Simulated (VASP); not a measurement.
# N (P6_3/mmc) in VASP: a series of runs, part 2 of 3

VASP 6.6.1.

### Step 3. Single point, PBE-based screened hybrid with 25 % exact exchange

Contents of POSCAR:

```
N
1.0
    2.5194737886      0.0000000000      0.0000000000
   -1.2597368943      2.1819283051      0.0000000000
    0.0000000000      0.0000000000      2.4460020000
N
2
Direct
    0.3333333333      0.6666666667      0.7500000000
    0.6666666667      0.3333333333      0.2500000000
```

Contents of INCAR.step1:

```
SYSTEM = N
  ALGO = Normal
  EDIFF = 1E-5
  ENCUT = 520
  GGA = PE
  ISIF = 2
  ISMEAR = -1
  LASPH = .TRUE.
  LREAL = .FALSE.
  LWAVE = .TRUE.
  NBANDS = 12
  NELM = 60
  PREC = Accurate
  SIGMA = 0.05
```

Contents of INCAR.step2:

```
SYSTEM = N
  AEXX = 0.25
  ALGO = Normal
  EDIFF = 1E-6
  ENCUT = 520
  GGA = PE
  HFSCREEN = 0.2
  ISIF = 2
  ISMEAR = -1
  ISTART = 1
  LASPH = .TRUE.
  LCHARG = .TRUE.
  LELF = .TRUE.
  LHFCALC = .TRUE.
  LREAL = .FALSE.
  LVHAR = .TRUE.
  LWAVE = .FALSE.
  NBANDS = 12
  NELM = 60
  PREC = Accurate
  PRECFOCK = Normal
  SIGMA = 0.05
```

Contents of KPOINTS:

```
k-points
0
G
  6 6 6
  0 0 0
```

Potentials or basis: VASP PAW PBE potentials, release 64 (N).

Run with:

```
$ cat potpaw_PBE.64/N/POTCAR > POTCAR
$ cp INCAR.step1 INCAR
$ mpirun -np 1 vasp_std > vasp.out
$ cp INCAR.step2 INCAR
$ mpirun -np 1 vasp_std > vasp.out
```

OUTCAR:

```text
SYSTEM = N
   AEXX = 0.25
   EDIFF = 1E-6
   ENCUT = 520
   GGA = PE
   HFSCREEN = 0.2
   ISIF = 2
   ISMEAR = -1
   ISTART = 1
   LASPH = .TRUE.
   LHFCALC = .TRUE.
   LREAL = .FALSE.
   NELM = 60
   PREC = Accurate
   PRECFOCK = Normal

 ion  position               nearest neighbor table
   1  0.333  0.667  0.750-
   2  0.667  0.333  0.250-

  LATTYP: Found a hexagonal cell.
 ALAT       =     2.5194737886
 C/A-ratio  =     0.9708384390

  Lattice vectors:

 A1 = (   2.5194737886,   0.0000000000,   0.0000000000)
 A2 = (  -1.2597368943,   2.1819283051,   0.0000000000)
 A3 = (   0.0000000000,   0.0000000000,   2.4460020000)

Analysis of symmetry for initial positions (statically):
=====================================================================
 Subroutine PRICEL returns:
 Original cell was already a primitive cell.

 Routine SETGRP: Setting up the symmetry group for a
 hexagonal supercell.

 Subroutine GETGRP returns: Found 24 space group operations
 (whereof 12 operations were pure point group operations)
 out of a pool of 24 trial point group operations.

The static configuration has the point symmetry D_3d.
 The point group associated with its full space group is D_6h.

Analysis of symmetry for dynamics (positions and initial velocities):
=====================================================================
 Subroutine PRICEL returns:
 Original cell was already a primitive cell.

 Routine SETGRP: Setting up the symmetry group for a
 hexagonal supercell.

 Subroutine GETGRP returns: Found 24 space group operations
 (whereof 12 operations were pure point group operations)
 out of a pool of 24 trial point group operations.

The dynamic configuration has the point symmetry D_3d.
 The point group associated with its full space group is D_6h.
[... 130 lines left out ...]
   NKREDZ  =     1    reduce k-point grid by
   AEXX    =    0.2500 exact exchange contribution
   HFSCREEN=    0.2000 screening length (either q_TF or 0.3 A-1)
   HFSCREENC=   0.2000 screening length for correlation (either q_TF or 0.3 A-1)
   ENCUTFOCK=  -1.0 apply spherical cutoff to Coloumb kernel
   IVDW    =     0    specifies the selected vdW correction
   LEPSILON=     F    determine dielectric tensor
   LRPA    =     F    only Hartree local field effects (RPA)
 non-spin polarized calculation
  energy-cutoff  :      520.00
  volume of cell :       13.45
 maximum number of plane-waves:       381
 NGX is ok and might be reduce to    20
  NGX = 16; NGY = 16; NGZ = 14

 number of electron      10.0000000 magnetization

 Free energy of the ion-electron system (eV)
  ---------------------------------------------------
  ext. energy  EPLUGINS =         0.00000000
  ---------------------------------------------------
  free energy    TOTEN  =       -12.01360188 eV

  energy without entropy =      -12.00906769  energy(sigma->0) =      -12.01133478

 E-fermi :   6.8468     XC(G=0): -10.6775

 val. band max:        6.8432760849   @ k =   0.1667   0.0000   0.3333
 cond. band min:       7.1262214071   @ k =   0.0000   0.0000   0.3333
 fundamental gap:      0.2829453223
 Fermi energy:         6.8468092521

 k-point     1 :       0.0000    0.0000    0.0000
  band No.  band energies     occupation
      1     -17.9556      2.00000
      2      -0.1287      2.00000
      3       1.2489      2.00000
      4       3.9208      2.00000
      5       3.9208      2.00000
      6      10.4997      0.00000
      7      10.4997      0.00000
      8      14.4509      0.00000
      9      22.3032      0.00000
     10      25.9571      0.00000
     11      33.6190      0.00000
     12      33.6190      0.00000
[... 331 lines left out ...]
 k-point    24 :       0.3333   -0.0000    0.5000
  band No.  band energies     occupation
      1     -10.1212      2.00000
      2     -10.1212      2.00000
      3      -0.4051      2.00000
      4      -0.4051      2.00000
      5       6.3172      1.99995
      6       6.3172      1.99995
      7      11.9519      0.00000
      8      11.9519      0.00000
      9      27.1597      0.00000
     10      27.1597      0.00000
     11      37.8199      0.00000
     12      37.8199      0.00000

 [... further k-points ...]

------------------------ aborting loop because EDIFF is reached ----------------------------------------

  FORCE on cell =-STRESS in cart. coord.  units (eV):
  Direction    XX          YY          ZZ          XY          YZ          ZX
  --------------------------------------------------------------------------------------
  -------------------------------------------------------------------------------------
  Total        0.2047437      0.2047437     -0.6231383      0.0000000      0.0000000      0.0000000
  in kB       24.3957431     24.3957431    -74.2485411      0.0000000      0.0000000      0.0000000
  external PRESSURE =      -8.4856850 kB  Pullay stress =       0.0000000 kB

 VOLUME and BASIS-vectors are now :
 -----------------------------------------------------------------------------
  energy-cutoff  :      520.00
  volume of cell :       13.45
      direct lattice vectors                 reciprocal lattice vectors
     2.519473789  0.000000000  0.000000000     0.396908277  0.229155100  0.000000000
    -1.259736894  2.181928305  0.000000000     0.000000000  0.458310201  0.000000000
     0.000000000  0.000000000  2.446002000     0.000000000  0.000000000  0.408830410

 POSITION                                       TOTAL-FORCE (eV/Angst)
 -----------------------------------------------------------------------------------
     -0.00000      1.45462      1.83450         0.000000     -0.000000      0.000000
      1.25974      0.72731      0.61150        -0.000000      0.000000      0.000000
 -----------------------------------------------------------------------------------
    total drift:                                0.000000      0.000000     -0.000000

  FREE ENERGIE OF THE ION-ELECTRON SYSTEM (eV)
  ---------------------------------------------------
  free  energy   TOTEN  =       -12.0136018760 eV

  energy  without entropy=      -12.0090676907  energy(sigma->0) =      -12.01133478
```

OUTCAR.step1:

```text
SYSTEM = N
   EDIFF = 1E-5
   ENCUT = 520
   GGA = PE
   ISIF = 2
   ISMEAR = -1
[... 584 lines left out ...]
 -----------------------------------------------------------------------------------
     -0.00000      1.45462      1.83450        -0.000000     -0.000000      0.000000
      1.25974      0.72731      0.61150         0.000000      0.000000      0.000000
 -----------------------------------------------------------------------------------
    total drift:                               -0.000000      0.000000      0.000000

  FREE ENERGIE OF THE ION-ELECTRON SYSTEM (eV)
  ---------------------------------------------------
  free  energy   TOTEN  =        -9.4235360576 eV

  energy  without entropy=       -9.4172358337  energy(sigma->0) =       -9.42038595
```

OSZICAR.step1:

```text
N       E                     dE             d eps       ncg     rms          rms(c)
DAV:   1     0.261244945000E+02    0.26124E+02   -0.59866E+03   684   0.815E+02
DAV:   2    -0.852710868304E+01   -0.34652E+02   -0.33049E+02   872   0.182E+02
DAV:   3    -0.941142144087E+01   -0.88431E+00   -0.88001E+00   816   0.244E+01
DAV:   4    -0.941306976613E+01   -0.16483E-02   -0.16483E-02   740   0.119E+00
DAV:   5    -0.941307138183E+01   -0.16157E-05   -0.16162E-05   816   0.383E-02    0.223E+00
DAV:   6    -0.941806719069E+01   -0.49958E-02   -0.25557E-03   736   0.450E-01    0.136E+00
DAV:   7    -0.942345375695E+01   -0.53866E-02   -0.58287E-03   772   0.690E-01    0.629E-02
DAV:   8    -0.942352838252E+01   -0.74626E-04   -0.72069E-05   728   0.800E-02    0.272E-02
DAV:   9    -0.942353605760E+01   -0.76751E-05   -0.73634E-06   580   0.267E-02
   1 F= -.94235361E+01 E0= -.94203859E+01  d E =-.630022E-02
```

Wall time 9 min (1 thread of Intel Xeon Platinum 8259CL at 2.50GHz (Skylake/Cascade Lake), shared host); peak memory 0.22 GiB.

What came out:

- Free energy: -12.0136 eV
- Pressure: -0.8 GPa
- Band gap on the k mesh: zero (bands 5 and 6 overlap by 5.56 eV)

Levels at points of the mesh, in eV from the Fermi level:
| k point | band 2 | band 3 | band 4 | band 5 | band 6 | band 7 | band 8 | band 9 |
| --- | --- | --- | --- | --- | --- | --- | --- | --- |
| (0.00, 0.00, 0.00) | -6.98 | -5.60 | -2.93 | -2.93 | 3.65 | 3.65 | 7.60 | 15.46 |
| (0.50, 0.00, 0.00) | -16.56 | -5.90 | -2.66 | -1.67 | 2.24 | 3.40 | 6.32 | 14.56 |
| (0.00, 0.00, 0.50) | -19.45 | 0.80 | 0.80 | 0.80 | 0.80 | 2.68 | 2.68 | 22.95 |
| (0.50, 0.00, 0.50) | -15.39 | -9.83 | -9.83 | -0.91 | -0.91 | 5.04 | 5.04 | 20.67 |

Caveat: the k points lie up to 0.48 Å⁻¹ apart, too coarse for converged energies and pressures of a metal; the PAW data sets were made with another functional, which shifts forces and pressure a little.

[end of part 2 of 3]
